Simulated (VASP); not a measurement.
# O (P6_3/mmc) in VASP: single point with LDA

Aim: the single point of O with LDA.

Everything below comes from runs of VASP 6.6.1. Logs are shortened: lines on timing, memory, paths and dates and some standing lists are left out, and cuts for length are marked.

## Step 1: The cell of the first run

The structure is hexagonal, space group P6_3/mmc (No. 194). Conventional cell: a = 1.915 Å, b = 1.915 Å, c = 2.333 Å, α = 90.00°, β = 90.00°, γ = 120.00°. Within 2.1 Å of O (site symmetry -6m2) lie 12 O at 1.61 to 1.92 Å.

## Step 2: Single point, LDA (3.71 Å³/atom)

Contents of POSCAR:

```
O
1.0
    1.9151851082      0.0000000000      0.0000000000
   -0.9575925541      1.6585989567      0.0000000000
    0.0000000000      0.0000000000      2.3331639586
O
2
Direct
    0.3333333333      0.6666666667      0.2500000000
    0.6666666667      0.3333333333      0.7500000000
```

Contents of INCAR.step1:

```
SYSTEM = O
ALGO = Normal ; EDIFF = 1E-6
ENCUT = 520 ; GGA_COMPAT = .False.
ISIF = 2 ; ISMEAR = -1
LASPH = .True. ; LCHARG = .True.
LORBIT = 11 ; LREAL = .False.
LWAVE = .False. ; NBANDS = 13
NEDOS = 2001 ; NELM = 120
PREC = Accurate ; SIGMA = 0.1
```

Contents of KPOINTS.step1:

```
k-points
0
Gamma
  19 19 11
  0 0 0
```

Contents of INCAR.step2:

```
SYSTEM = O
ALGO = Normal ; EDIFF = 1E-6
ENCUT = 520 ; GGA_COMPAT = .False.
ICHARG = 11 ; ISIF = 2
ISMEAR = -5 ; LASPH = .True.
LCHARG = .False. ; LORBIT = 11
LREAL = .False. ; LWAVE = .False.
NEDOS = 1001 ; NELM = 120
PREC = Accurate ; SIGMA = 0.1
```

Contents of KPOINTS.step2:

```
k-points
0
Gamma
  29 29 17
  0 0 0
```

Potentials or basis: VASP PAW LDA potentials, release 64 (O).

The run is started by

```bash
$ cat potpaw_LDA.64/O/POTCAR > POTCAR
$ cp INCAR.step1 INCAR
$ cp KPOINTS.step1 KPOINTS
$ mpirun -np 1 vasp_std > vasp.out
$ cp INCAR.step2 INCAR
$ cp KPOINTS.step2 KPOINTS
$ mpirun -np 1 vasp_std > vasp.out
```

OUTCAR:

```text
SYSTEM = O
   EDIFF = 1E-6
   ENCUT = 520
   ICHARG = 11
   ISIF = 2
   ISMEAR = -5
   LASPH = .True.
   LORBIT = 11
   LREAL = .False.
   NELM = 120
   PREC = Accurate

 ion  position               nearest neighbor table
   1  0.333  0.667  0.250-   2 1.61   2 1.61   2 1.61   2 1.61   2 1.61   2 1.61
   2  0.667  0.333  0.750-   1 1.61   1 1.61   1 1.61   1 1.61   1 1.61   1 1.61

  LATTYP: Found a hexagonal cell.
 ALAT       =     1.9151851082
 C/A-ratio  =     1.2182446222

  Lattice vectors:

 A1 = (   1.9151851082,   0.0000000000,   0.0000000000)
 A2 = (  -0.9575925541,   1.6585989567,   0.0000000000)
 A3 = (   0.0000000000,   0.0000000000,   2.3331639586)

Analysis of symmetry for initial positions (statically):
=====================================================================
 Subroutine PRICEL returns:
 Original cell was already a primitive cell.

 Routine SETGRP: Setting up the symmetry group for a
 hexagonal supercell.

 Subroutine GETGRP returns: Found 24 space group operations
 (whereof 12 operations were pure point group operations)
 out of a pool of 24 trial point group operations.

The static configuration has the point symmetry D_3d.
 The point group associated with its full space group is D_6h.

Analysis of symmetry for dynamics (positions and initial velocities):
=====================================================================
 Subroutine PRICEL returns:
 Original cell was already a primitive cell.

 Routine SETGRP: Setting up the symmetry group for a
 hexagonal supercell.

 Subroutine GETGRP returns: Found 24 space group operations
 (whereof 12 operations were pure point group operations)
 out of a pool of 24 trial point group operations.

The dynamic configuration has the point symmetry D_3d.
 The point group associated with its full space group is D_6h.

 Subroutine INISYM returns: Found 24 space group operations
 (whereof 12 operations are pure point group operations),
 and found     1 'primitive' translations

----------------------------------------------------------------------------------------

                                     Primitive cell

  volume of cell :       7.4114

  direct lattice vectors                    reciprocal lattice vectors
     1.915185108  0.000000000  0.000000000     0.522142740  0.301459251  0.000000000
    -0.957592554  1.658598957  0.000000000     0.000000000  0.602918503  0.000000000
     0.000000000  0.000000000  2.333163959     0.000000000  0.000000000  0.428602540

  length of vectors
     1.915185108  1.915185108  2.333163959     0.602918503  0.602918503  0.428602540

  position of ions in fractional coordinates (direct lattice)
     0.333333333  0.666666667  0.250000000
     0.666666667  0.333333333  0.750000000

  ion indices of the primitive-cell ions
   primitive index   ion index
                 1           1
                 2           2

----------------------------------------------------------------------------------------

 KPOINTS: k-points

Automatic generation of k-mesh.
 Grid dimensions read from file:
 generate k-points for:   29   29   17

 Generating k-lattice:

  Cartesian coordinates                     Fractional coordinates (reciprocal lattice)
     0.018004922  0.010395147  0.000000000     0.034482759  0.000000000  0.000000000
     0.000000000  0.020790293  0.000000000     0.000000000  0.034482759  0.000000000
     0.000000000  0.000000000  0.025211914     0.000000000  0.000000000  0.058823529

  Length of vectors
     0.020790293  0.020790293  0.025211914

  Shift w.r.t. Gamma in fractional coordinates (k-lattice)
     0.000000000  0.000000000  0.000000000

 TETIRR: Found  14123 inequivalent tetrahedra from    85782

 Subroutine IBZKPT returns following result:
 ===========================================

 Found    765 irreducible k-points:

 Following reciprocal coordinates:
            Coordinates               Weight
  0.000000  0.000000  0.000000      1.000000
  0.034483 -0.000000  0.000000      6.000000
  0.068966 -0.000000  0.000000      6.000000
  0.103448  0.000000  0.000000      6.000000
  0.137931 -0.000000  0.000000      6.000000
  0.172414  0.000000  0.000000      6.000000
[... 16 lines left out ...]
  0.275862  0.034483  0.000000     12.000000
  0.310345  0.034483  0.000000     12.000000
 [... further k-points ...]
   k-points           NKPTS =    765   k-points in BZ     NKDIM =    765   number of bands    NBANDS=     10
   number of dos      NEDOS =   1001   number of ions     NIONS =      2
   total plane-waves  NPLWV =   3528
   dimension x,y,z NGX =    14 NGY =   14 NGZ =   18
   dimension x,y,z NGXF=    28 NGYF=   28 NGZF=   36
   ions per type =               2
   NGX,Y,Z   is equivalent  to a cutoff of  12.15, 12.15, 12.83 a.u.
   NGXF,Y,Z  is equivalent  to a cutoff of  24.31, 24.31, 25.65 a.u.
 SYSTEM =  O
   PREC   = accura    normal or accurate (medium, high low for compatibility)
   ISTART =      0    job   : 0-new  1-cont  2-samecut
   ICHARG =     11    charge: 1-file 2-atom 10-const
   ISPIN  =      1    spin polarized calculation?
   LNONCOLLINEAR =      F non collinear calculations
   LSORBIT =      F    spin-orbit coupling
   LASPH  =      T    aspherical Exc in radial PAW
   ENCUT  =  520.0 eV  38.22 Ry    6.18 a.u.   3.56  3.56  4.34*2*pi/ulx,y,z
   NELM   =    120;   NELMIN=  2; NELMDL=  0     # of ELM steps
   EDIFF  = 0.1E-05   stopping-criterion for ELM
   LREAL  =      F    real-space projection
   EDIFFG = 0.1E-04   stopping-criterion for IOM
   NSW    =      0    number of steps for IOM
   IBRION =     -1    ionic relax: 0-MD 1-quasi-New 2-CG
   NFREE  =      0    steps in history (QN), initial steepest desc. (CG)
   ISIF   =      2    stress and relaxation
   ISYM   =      2    0-nonsym 1-usesym 2-fastsym
   POTIM  = 0.5000    time-step for ionic-motion
   TEBEG  =    0.0;   TEEND  =   0.0 temperature during run
   PSTRESS=    0.0 pullay stress
   NELECT =      12.0000    total number of electrons
   NUPDOWN=      -1.0000    fix difference up-down
   EMIN   =  10.00;   EMAX   =-10.00  energy-range for DOS
   EFERMI =   0.00;   METHOD = LEGACY
   ISMEAR =    -5;   SIGMA  =   0.10  broadening in eV -4-tet -1-fermi 0-gaus
   EFERMI_NEDOS =   21; number of points for ismear=-14 and -15
   IALGO  =     38    algorithm
   IMIX   =      4    mixing-type and parameters
     AMIX     =   0.40;   BMIX     =  1.00
     AMIX_MAG =   1.60;   BMIX_MAG =  1.00
  volume/ion in A,a.u.               =       3.71        25.01
  Fermi-wavevector in a.u.,A,eV,Ry     =   1.922366  3.632745 50.280216  3.695492
  Thomas-Fermi vector in A             =   2.956460
   LORBIT       =     11    0 simple, 1 ext, 2 COOP (PROOUT), +10 PAW based schemes
   GGA     = CA    functional components
   LHFCALC =     F    Hartree Fock is set to
   AEXX    =    0.0000 exact exchange contribution
   IVDW    =     0    specifies the selected vdW correction
   LEPSILON=     F    determine dielectric tensor
   LRPA    =     F    only Hartree local field effects (RPA)
 non-spin polarized calculation
 Fermi weights with tetrahedron method with Bloechl corrections
  energy-cutoff  :      520.00
  volume of cell :        7.41
 maximum number of plane-waves:       225

 number of electron      11.9999997 magnetization

 Free energy of the ion-electron system (eV)
  ---------------------------------------------------
  ext. energy  EPLUGINS =         0.00000000
  ---------------------------------------------------
  free energy    TOTEN  =        -0.32844974 eV

  energy without entropy =       -0.32844974  energy(sigma->0) =       -0.32844974

 E-fermi :  16.3440     XC(G=0): -17.2254

 val. band max:       16.6510341249   @ k =   0.2069   0.2069   0.0000
 cond. band min:      16.1676750677   @ k =   0.4483   0.1034   0.2353
 fundamental gap:     -0.4833590572
 Fermi energy:        16.3439932906

 k-point     1 :       0.0000    0.0000    0.0000
  band No.  band energies     occupation
      1     -18.6613      2.00000
      2       1.1761      2.00000
      3       3.2958      2.00000
      4      13.3897      2.00000
      5      13.3898      2.00000
      6      18.7050      0.00000
      7      18.7050      0.00000
      8      22.9497      0.00000
      9      36.8880      0.00000
     10      45.1667      0.00000

 k-point     2 :       0.0345   -0.0000    0.0000
  band No.  band energies     occupation
      1     -18.6090      2.00000
      2       1.2239      2.00000
      3       3.3158      2.00000
      4      13.1846      2.00000
      5      13.2985      2.00000
      6      18.6669      0.00000
      7      18.7537      0.00000
      8      22.8785      0.00000
      9      37.0225      0.00000
     10      44.8867      0.00000

 k-point     3 :       0.0690   -0.0000    0.0000
  band No.  band energies     occupation
      1     -18.4522      2.00000
      2       1.3666      2.00000
      3       3.3706      2.00000
      4      12.6006      2.00000
      5      13.0413      2.00000
      6      18.5453      0.00000
      7      18.8838      0.00000
      8      22.6664      0.00000
      9      37.3952      0.00000
     10      44.1783      0.00000

 k-point     4 :       0.1034    0.0000    0.0000
  band No.  band energies     occupation
      1     -18.1914      2.00000
      2       1.6034      2.00000
      3       3.4475      2.00000
      4      11.7189      2.00000
      5      12.6594      2.00000
      6      18.3296      0.00000
      7      19.0599      0.00000
      8      22.3179      0.00000
      9      37.9204      0.00000
     10      43.3049      0.00000

 k-point     5 :       0.1379   -0.0000    0.0000
  band No.  band energies     occupation
      1     -17.8271      2.00000
      2       1.9323      2.00000
      3       3.5164      2.00000
      4      10.6478      2.00000
      5      12.1985      2.00000
      6      18.0159      0.00000
      7      19.2454      0.00000
      8      21.8401      0.00000
      9      38.3885      0.00000
     10      42.5747      0.00000

 k-point     6 :       0.1724    0.0000    0.0000
  band No.  band energies     occupation
      1     -17.3605      2.00000
      2       2.3501      2.00000
      3       3.5156      2.00000
      4       9.5206      2.00000
      5      11.6983      2.00000
      6      17.6142      0.00000
      7      19.4132      0.00000
      8      21.2425      0.00000
      9      38.4034      0.00000
     10      42.4197      0.00000
[... 183 lines left out ...]
 k-point    21 :       0.2069    0.0345    0.0000
  band No.  band energies     occupation
      1     -16.4335      2.00000
      2       3.0995      2.00000
      3       3.1688      2.00000
      4       8.1463      2.00000
      5      10.7454      2.00000
      6      16.9732     -0.05643
      7      19.5425      0.00000
      8      20.1061      0.00000
      9      37.5158      0.00000
     10      43.3068      0.00000

 k-point    22 :       0.2414    0.0345    0.0000
  band No.  band energies     occupation
      1     -15.7190      2.00000
      2       2.3398      2.00000
      3       3.7875      2.00000
      4       7.6901      2.00000
      5      10.2661      2.00000
      6      16.4285      0.87858
      7      19.2714      0.00000
      8      19.6171      0.00000
      9      36.5308      0.00000
     10      44.4926      0.00000

 k-point    23 :       0.2759    0.0345    0.0000
  band No.  band energies     occupation
      1     -14.9113      2.00000
      2       1.2038      2.00000
      3       4.4728      2.00000
      4       7.6221      2.00000
      5       9.8424      2.00000
      6      15.8454      2.03177
      7      18.3705      0.00000
      8      19.6596      0.00000
      9      35.5439      0.00000
     10      45.8151      0.00000

 k-point    24 :       0.3103    0.0345    0.0000
  band No.  band energies     occupation
      1     -14.0145      2.00000
      2      -0.1565      2.00000
      3       5.2104      2.00000
      4       7.7956      2.00000
      5       9.5004      2.00000
      6      15.2394      2.00000
      7      17.4281      0.00000
      8      19.6757      0.00000
      9      34.6347      0.00000
     10      46.5076      0.00000

 [... further k-points ...]

------------------------ aborting loop because EDIFF is reached ----------------------------------------

  FORCE on cell =-STRESS in cart. coord.  units (eV):
  Direction    XX          YY          ZZ          XY          YZ          ZX
  --------------------------------------------------------------------------------------
  -------------------------------------------------------------------------------------
  Total       25.3041069     25.3041069     25.2865178      0.0000000      0.0000000     -0.0000000
  in kB     5470.2124316   5470.2124319   5466.4100518      0.0000000      0.0000000     -0.0000000
  external PRESSURE =    5468.9449718 kB  Pullay stress =       0.0000000 kB

 VOLUME and BASIS-vectors are now :
 -----------------------------------------------------------------------------
  energy-cutoff  :      520.00
  volume of cell :        7.41
      direct lattice vectors                 reciprocal lattice vectors
     1.915185108  0.000000000  0.000000000     0.522142740  0.301459251  0.000000000
    -0.957592554  1.658598957  0.000000000     0.000000000  0.602918503  0.000000000
     0.000000000  0.000000000  2.333163959     0.000000000  0.000000000  0.428602540

 POSITION                                       TOTAL-FORCE (eV/Angst)
 -----------------------------------------------------------------------------------
     -0.00000      1.10573      0.58329         0.000000      0.000000     -0.000000
      0.95759      0.55287      1.74987        -0.000000      0.000000      0.000000
 -----------------------------------------------------------------------------------
    total drift:                               -0.000000      0.000000      0.000000

  FREE ENERGIE OF THE ION-ELECTRON SYSTEM (eV)
  ---------------------------------------------------
  free  energy   TOTEN  =        -0.3284497364 eV

  energy  without entropy=       -0.3284497364  energy(sigma->0) =       -0.32844974

 total charge

# of ion       s       p       d       tot
------------------------------------------
    1        1.729   3.297   0.000   5.027
    2        1.729   3.297   0.000   5.027
--------------------------------------------------
tot          3.458   6.595   0.000  10.053
```

Run time: 30 s. Hardware: 1 thread of Intel Xeon Platinum 8375C at 2.90GHz (Ice Lake), shared host; peak memory 0.17 GiB.

Results:

```
Valence electrons inside the program's atomic spheres : O 5.03
```
